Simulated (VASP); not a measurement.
# CaO (Fm-3m) in VASP: notebook

CaO is run at these levels: HSE06, PBE-based screened hybrid with 25 % exact exchange; tasks: single point, relaxation of cell and atoms.

All numbers are computed with VASP 6.6.1; they aren't measurements. Logs are shortened: lines on timing, memory, paths and dates and some standing lists are left out, and cuts for length are marked.

### Step 1. The cell of the first run

The structure is cubic, space group Fm-3m (No. 225). Conventional cell: a = 4.798 Å, b = 4.798 Å, c = 4.798 Å, α = 90.00°, β = 90.00°, γ = 90.00°. Ca (site symmetry m-3m) has 6 O at 2.40 Å within 3.2 Å. Within 3.2 Å of O (site symmetry m-3m) lie 6 Ca at 2.40 Å.

### Step 2. Single point, HSE06

File POSCAR:

```
CaO
1.0
    0.0000000000      2.3992261327      2.3992261327
    2.3992261327      0.0000000000      2.3992261327
    2.3992261327      2.3992261327      0.0000000000
Ca O
1 1
Direct
    0.0000000000      0.0000000000      0.0000000000
    0.5000000000      0.5000000000      0.5000000000
```

File INCAR.step1:

```
SYSTEM = CaO
PREC = Accurate
ENCUT = 520
EDIFF = 1E-5
ISMEAR = -1
SIGMA = 0.05
LREAL = .False.
LASPH = .True.
NELM = 100
ALGO = Normal
ISIF = 2
LWAVE = .True.
GGA = PE
NBANDS = 15
```

File INCAR.step2:

```
SYSTEM = CaO
PREC = Accurate
ENCUT = 520
EDIFF = 1E-7
ISMEAR = -1
SIGMA = 0.05
LREAL = .False.
LASPH = .True.
NELM = 100
ALGO = Normal
ISIF = 2
LWAVE = .False.
LCHARG = .True.
GGA = PE
LHFCALC = .True.
HFSCREEN = 0.2079
PRECFOCK = Normal
LELF = .True.
LVHAR = .True.
ISTART = 1
NBANDS = 15
```

File KPOINTS:

```
Automatic mesh
0
Gamma
  5 5 5
  0 0 0
```

Potentials or basis: VASP PAW PBE potentials, release 64 (Ca_sv, O).

Command:

```bash
$ cat potpaw_PBE.64/Ca_sv/POTCAR potpaw_PBE.64/O/POTCAR > POTCAR
$ cp INCAR.step1 INCAR
$ mpirun -np 1 vasp_std > vasp.out
$ cp INCAR.step2 INCAR
$ mpirun -np 1 vasp_std > vasp.out
```

OUTCAR:

```text
SYSTEM = CaO
   PREC = Accurate
   ENCUT = 520
   EDIFF = 1E-7
   ISMEAR = -1
   LREAL = .False.
   LASPH = .True.
   NELM = 100
   ISIF = 2
   GGA = PE
   LHFCALC = .True.
   HFSCREEN = 0.2079
   PRECFOCK = Normal
   ISTART = 1

 ion  position               nearest neighbor table
   1  0.000  0.000  0.000-   2 2.40   2 2.40   2 2.40   2 2.40   2 2.40   2 2.40
   2  0.500  0.500  0.500-   1 2.40   1 2.40   1 2.40   1 2.40   1 2.40   1 2.40

  LATTYP: Found a face centered cubic cell.
 ALAT       =     4.7984522654

  Lattice vectors:

 A1 = (   0.0000000000,   2.3992261327,   2.3992261327)
 A2 = (   2.3992261327,   0.0000000000,   2.3992261327)
 A3 = (   2.3992261327,   2.3992261327,   0.0000000000)

Analysis of symmetry for initial positions (statically):
=====================================================================
 Subroutine PRICEL returns:
 Original cell was already a primitive cell.

 Routine SETGRP: Setting up the symmetry group for a
 face centered cubic supercell.

 Subroutine GETGRP returns: Found 48 space group operations
 (whereof 48 operations were pure point group operations)
 out of a pool of 48 trial point group operations.

The static configuration has the point symmetry O_h .

Analysis of symmetry for dynamics (positions and initial velocities):
=====================================================================
 Subroutine PRICEL returns:
 Original cell was already a primitive cell.

 Routine SETGRP: Setting up the symmetry group for a
 face centered cubic supercell.

 Subroutine GETGRP returns: Found 48 space group operations
 (whereof 48 operations were pure point group operations)
 out of a pool of 48 trial point group operations.

The dynamic configuration has the point symmetry O_h .

 Subroutine INISYM returns: Found 48 space group operations
 (whereof 48 operations are pure point group operations),
 and found     1 'primitive' translations

----------------------------------------------------------------------------------------

                                     Primitive cell

  volume of cell :      27.6213

  direct lattice vectors                    reciprocal lattice vectors
     0.000000000  2.399226133  2.399226133    -0.208400531  0.208400531  0.208400531
     2.399226133  0.000000000  2.399226133     0.208400531 -0.208400531  0.208400531
     2.399226133  2.399226133  0.000000000     0.208400531  0.208400531 -0.208400531

  length of vectors
[... 85 lines left out ...]
   IMIX   =      1    mixing-type and parameters
     AMIX     =   0.40;   BMIX     =  1.00
     AMIX_MAG =   1.60;   BMIX_MAG =  1.00
  volume/ion in A,a.u.               =      13.81        93.20
  Fermi-wavevector in a.u.,A,eV,Ry     =   1.364689  2.578888 25.339159  1.862376
  Thomas-Fermi vector in A             =   2.490983
   LORBIT       =      0    0 simple, 1 ext, 2 COOP (PROOUT), +10 PAW based schemes
   GGA     = PE    functional components
   LHFCALC =     T    Hartree Fock is set to
   PRECFOCK=normal    Normal, Fast or Accurate (Low or Medium for compatibility)
   ENCUT4O =  -1.0   cutoff for four orbital integrals eV
   NKREDX  =     1    reduce k-point grid by
   NKREDY  =     1    reduce k-point grid by
   NKREDZ  =     1    reduce k-point grid by
   AEXX    =    0.2500 exact exchange contribution
   HFSCREEN=    0.2079 screening length (either q_TF or 0.3 A-1)
   HFSCREENC=   0.2079 screening length for correlation (either q_TF or 0.3 A-1)
   ENCUTFOCK=  -1.0 apply spherical cutoff to Coloumb kernel
   IVDW    =     0    specifies the selected vdW correction
   LEPSILON=     F    determine dielectric tensor
   LRPA    =     F    only Hartree local field effects (RPA)
 non-spin polarized calculation
  energy-cutoff  :      520.00
  volume of cell :       27.62
 maximum number of plane-waves:       754
 NGX is ok and might be reduce to    28
  NGX = 20; NGY = 20; NGZ = 20

 number of electron      15.9999997 magnetization

 Free energy of the ion-electron system (eV)
  ---------------------------------------------------
  ext. energy  EPLUGINS =         0.00000000
  ---------------------------------------------------
  free energy    TOTEN  =       -14.87749076 eV

  energy without entropy =      -14.87749076  energy(sigma->0) =      -14.87749076

 E-fermi :   2.3256     XC(G=0):  -8.6350

 val. band max:        1.3178200484   @ k =   0.0000   0.0000   0.0000
 cond. band min:       6.8120738607   @ k =   0.4000   0.4000   0.0000
 fundamental gap:      5.4942538123
 Fermi energy:         2.3256150661

 k-point     1 :       0.0000    0.0000    0.0000
  band No.  band energies     occupation
      1     -38.8499      2.00000
      2     -18.1358      2.00000
      3     -18.1358      2.00000
      4     -18.1358      2.00000
      5     -15.7314      2.00000
      6       1.3178      2.00000
      7       1.3178      2.00000
      8       1.3178      2.00000
      9       7.5832      0.00000
     10       9.5183      0.00000
     11       9.5183      0.00000
     12       9.5183      0.00000
     13      11.1558      0.00000
     14      11.1558      0.00000
[... 149 lines left out ...]
      2     -18.9151      2.00000
      3     -18.4918      2.00000
      4     -18.3838      2.00000
      5     -14.8986      2.00000
      6      -0.4124      2.00000
      7       0.1971      2.00000
      8       0.3578      2.00000
      9       8.7818      0.00000
     10      10.5339      0.00000
     11      12.0002      0.00000
     12      12.8972      0.00000
     13      13.6300      0.00000
     14      15.9996      0.00000
     15      17.7248      0.00000

------------------------ aborting loop because EDIFF is reached ----------------------------------------

  FORCE on cell =-STRESS in cart. coord.  units (eV):
  Direction    XX          YY          ZZ          XY          YZ          ZX
  --------------------------------------------------------------------------------------
  -------------------------------------------------------------------------------------
  Total        0.1234119      0.1234119      0.1234119      0.0000000      0.0000000      0.0000000
  in kB        7.1585329      7.1585329      7.1585329      0.0000000      0.0000000      0.0000000
  external PRESSURE =       7.1585329 kB  Pullay stress =       0.0000000 kB

 VOLUME and BASIS-vectors are now :
 -----------------------------------------------------------------------------
  energy-cutoff  :      520.00
  volume of cell :       27.62
      direct lattice vectors                 reciprocal lattice vectors
     0.000000000  2.399226133  2.399226133    -0.208400531  0.208400531  0.208400531
     2.399226133  0.000000000  2.399226133     0.208400531 -0.208400531  0.208400531
     2.399226133  2.399226133  0.000000000     0.208400531  0.208400531 -0.208400531

 POSITION                                       TOTAL-FORCE (eV/Angst)
 -----------------------------------------------------------------------------------
      0.00000      0.00000      0.00000         0.000000      0.000000      0.000000
      2.39923      2.39923      2.39923        -0.000000     -0.000000     -0.000000
 -----------------------------------------------------------------------------------
    total drift:                                0.000000      0.000000     -0.000000

  FREE ENERGIE OF THE ION-ELECTRON SYSTEM (eV)
  ---------------------------------------------------
  free  energy   TOTEN  =       -14.8774907586 eV

  energy  without entropy=      -14.8774907585  energy(sigma->0) =      -14.87749076
```

OUTCAR.step1:

```text
SYSTEM = CaO
   PREC = Accurate
   ENCUT = 520
   EDIFF = 1E-5
   ISMEAR = -1
   LREAL = .False.
[... 385 lines left out ...]
      0.00000      0.00000      0.00000         0.000000     -0.000000      0.000000
      2.39923      2.39923      2.39923        -0.000000      0.000000     -0.000000
 -----------------------------------------------------------------------------------
    total drift:                                0.000000      0.000000      0.000000

  FREE ENERGIE OF THE ION-ELECTRON SYSTEM (eV)
  ---------------------------------------------------
  free  energy   TOTEN  =       -12.7982178586 eV

  energy  without entropy=      -12.7982178586  energy(sigma->0) =      -12.79821786
```

OSZICAR.step1:

```text
N       E                     dE             d eps       ncg     rms          rms(c)
DAV:   1     0.124308783128E+03    0.12431E+03   -0.86699E+03   308   0.111E+03
DAV:   2    -0.923798579025E+01   -0.13355E+03   -0.12537E+03   370   0.292E+02
DAV:   3    -0.143462245385E+02   -0.51082E+01   -0.50777E+01   356   0.589E+01
DAV:   4    -0.145100681142E+02   -0.16384E+00   -0.16378E+00   412   0.855E+00
DAV:   5    -0.145112656738E+02   -0.11976E-02   -0.11976E-02   357   0.773E-01    0.856E+00
DAV:   6    -0.128726544635E+02    0.16386E+01   -0.50953E+00   314   0.220E+01    0.356E+00
DAV:   7    -0.128017342364E+02    0.70920E-01   -0.41104E-01   349   0.661E+00    0.180E+00
DAV:   8    -0.127991532234E+02    0.25810E-02   -0.75210E-02   377   0.296E+00    0.425E-01
DAV:   9    -0.127975958297E+02    0.15574E-02   -0.46571E-03   314   0.571E-01    0.110E-01
DAV:  10    -0.127982410878E+02   -0.64526E-03   -0.71920E-04   321   0.241E-01    0.416E-02
DAV:  11    -0.127982181745E+02    0.22913E-04   -0.49065E-05   379   0.817E-02    0.661E-03
DAV:  12    -0.127982178586E+02    0.31593E-06   -0.63068E-06   244   0.225E-02
   1 F= -.12798218E+02 E0= -.12798218E+02  d E =-.240829E-11
```

It took 6.4 min on 1 thread of Intel Xeon Platinum 8488C (Sapphire Rapids), shared host; peak memory 0.26 GiB.

What came out:

```yaml
Free_energy: -14.8775 eV
Pressure: 0.7 GPa
Band_gap_on_the_k_mesh: 5.49 eV (least direct gap 5.91 eV)
```

Levels at points of the mesh, in eV from the valence-band top:
```tsv
k point	band 6	band 7	band 8	band 9	band 10	band 11
(0.00, 0.00, 0.00)	0.00	0.00	0.00	6.27	8.20	8.20
```

Caveat: the k points lie up to 0.45 Å⁻¹ apart; the PAW data sets were made with another functional, which shifts forces and pressure a little; an odd mesh through Γ misses points on the zone boundary, where band edges can lie.

### Step 3. Single point, PBE-based screened hybrid with 25 % exact exchange

This run uses another cell than the first one, of 13.89 Å³/atom.

File POSCAR:

```
CaO
1.0
    0.0000000000      2.4035556960      2.4035556960
    2.4035556960      0.0000000000      2.4035556960
    2.4035556960      2.4035556960      0.0000000000
Ca O
1 1
Direct
    0.0000000000      0.0000000000      0.0000000000
    0.5000000000      0.5000000000      0.5000000000
```

File INCAR.step1:

```
  PREC = Accurate
  ENCUT = 520
  EDIFF = 1E-5
  ISMEAR = -1
  SIGMA = 0.05
  LREAL = False
  LASPH = True
  NELM = 80
  ALGO = Normal
  ISIF = 2
  LWAVE = True
  GGA = PE
  NBANDS = 15
```

File INCAR.step2:

```
  PREC = Accurate
  ENCUT = 520
  EDIFF = 1E-6
  ISMEAR = -1
  SIGMA = 0.05
  LREAL = False
  LASPH = True
  NELM = 80
  ALGO = Normal
  ISIF = 2
  LWAVE = False
  LCHARG = True
  GGA = PE
  LHFCALC = True
  AEXX = 0.25
  HFSCREEN = 0.3
  PRECFOCK = Normal
  LELF = True
  LVHAR = True
  ISTART = 1
  NBANDS = 15
```

File KPOINTS:

```
Automatic mesh
0
Gamma
  5 5 5
```

Potentials or basis: VASP PAW PBE potentials, release 64 (Ca_sv, O).

Command:

```bash
$ cat potpaw_PBE.64/Ca_sv/POTCAR potpaw_PBE.64/O/POTCAR > POTCAR
$ cp INCAR.step1 INCAR
$ mpirun -np 1 vasp_std > vasp.out
$ cp INCAR.step2 INCAR
$ mpirun -np 1 vasp_std > vasp.out
```

Run time: 5.7 min. Hardware: 1 thread of Intel Xeon Platinum 8488C (Sapphire Rapids), shared host; peak memory 0.26 GiB.

Results (log left out):

```
Free energy            : -14.6389 eV
Pressure               : 0.2 GPa
Band gap on the k mesh : 5.24 eV (least direct gap 5.65 eV)
```

Levels at points of the mesh, in eV from the valence-band top:
```csv
k point,band 5,band 6,band 7,band 8,band 9,band 10,band 11,band 12
"(0.00, 0.00, 0.00)",-16.99,0.00,0.00,0.00,5.98,7.91,7.91,7.91
```

Caveat: the k points lie up to 0.45 Å⁻¹ apart; the PAW data sets were made with another functional, which shifts forces and pressure a little; an odd mesh through Γ misses points on the zone boundary, where band edges can lie.

### Step 4. Relaxation of cell and atoms, HSE06

This run uses another cell than the first one, of 13.89 Å³/atom.

POSCAR is that of step 3.

File INCAR.step1:

```
SYSTEM = CaO
  ALGO = Normal
  EDIFF = 1E-5
  ENCUT = 600
  GGA = PE
  ISMEAR = -1
  LASPH = .True.
  LCHARG = .False.
  LREAL = .False.
  LWAVE = .True.
  NBANDS = 15
  NELM = 100
  PREC = Accurate
  SIGMA = 0.05
```

File INCAR.step2:

```
SYSTEM = CaO
  ALGO = Normal
  EDIFF = 1E-6
  EDIFFG = -0.01
  ENCUT = 600
  GGA = PE
  HFSCREEN = 0.2079
  IBRION = 2
  ISIF = 3
  ISMEAR = -1
  ISTART = 1
  LASPH = .True.
  LCHARG = .False.
  LHFCALC = .True.
  LREAL = .False.
  LWAVE = .False.
  NELM = 100
  NSW = 60
  PREC = Accurate
  PRECFOCK = Normal
  SIGMA = 0.05
```

File KPOINTS:

```
k-points
0
Gamma
  5 5 5
  0 0 0
```

Command:

```bash
$ cat potpaw_PBE.64/Ca_sv/POTCAR potpaw_PBE.64/O/POTCAR > POTCAR
$ cp INCAR.step1 INCAR
$ mpirun -np 1 vasp_std > vasp.out
$ cp INCAR.step2 INCAR
$ mpirun -np 1 vasp_std > vasp.out
```

Wall time 8.3 min (1 thread of Intel Xeon Platinum 8488C (Sapphire Rapids), shared host); peak memory 0.27 GiB.

The run converged. Its results:

```
Free energy             : -14.8807 eV
Pressure after relaxing : 0.0 GPa
Band gap on the k mesh  : 5.50 eV (least direct gap 5.91 eV)
```

Final structure:
```cif
data_structure
_symmetry_space_group_name_H-M 'P 1'
_symmetry_Int_Tables_number 1
_cell_length_a 3.3991
_cell_length_b 3.3991
_cell_length_c 3.3991
_cell_angle_alpha 60.000
_cell_angle_beta 60.000
_cell_angle_gamma 60.000
_cell_volume 27.77
loop_
_atom_site_label
_atom_site_type_symbol
_atom_site_fract_x
_atom_site_fract_y
_atom_site_fract_z
_atom_site_occupancy
Ca1 Ca 0.00000 0.00000 0.00000 1
O1 O 0.50000 0.50000 0.50000 1
```

Levels at points of the mesh, in eV from the valence-band top:
```
           k point  band 4  band 5  band 6  band 7  band 8  band 9  band 10  band 11  band 12
(0.00, 0.00, 0.00)  -19.48  -17.04    0.00    0.00    0.00    6.22     8.19     8.19     8.19
```

Caveat: the k points lie up to 0.45 Å⁻¹ apart in the final cell; the relaxation stopped at its first step, so nothing moved; the PAW data sets were made with another functional, which shifts forces and pressure a little; an odd mesh through Γ misses points on the zone boundary, where band edges can lie.

### Step 5. Overview

```tsv
task	level	cell	cutoff (eV)	screening parameter	gap on the mesh (eV)	pressure (GPa)
single point	HSE06	a = 3.393 Å, angles 60.0°, 2 atoms	520	0.2079 1/Å	5.49	0.7
single point	PBE-based screened hybrid with 25 % exact exchange	a = 3.399 Å, angles 60.0°, 2 atoms	520	0.3 1/Å	5.24	0.2
relaxation of cell and atoms	HSE06	relaxed from a = 3.399 Å, angles 60.0°, 2 atoms	600	0.2079 1/Å	5.50	0.0
```

Alike in all rows: potentials or basis VASP PAW PBE potentials, release 64 (Ca_sv, O); no spin polarisation; k mesh 5 × 5 × 5; smearing fermi-dirac 0.05 eV.

Caveats: all runs use coarse meshes; the PAW data sets were made with another functional, which shifts forces and pressure a little; an odd mesh through Γ misses points on the zone boundary, where band edges can lie; the relaxation stopped at its first step, so nothing moved (at least some runs).

Total energies depend on the potentials used, so only differences within one code and one set of settings carry meaning.
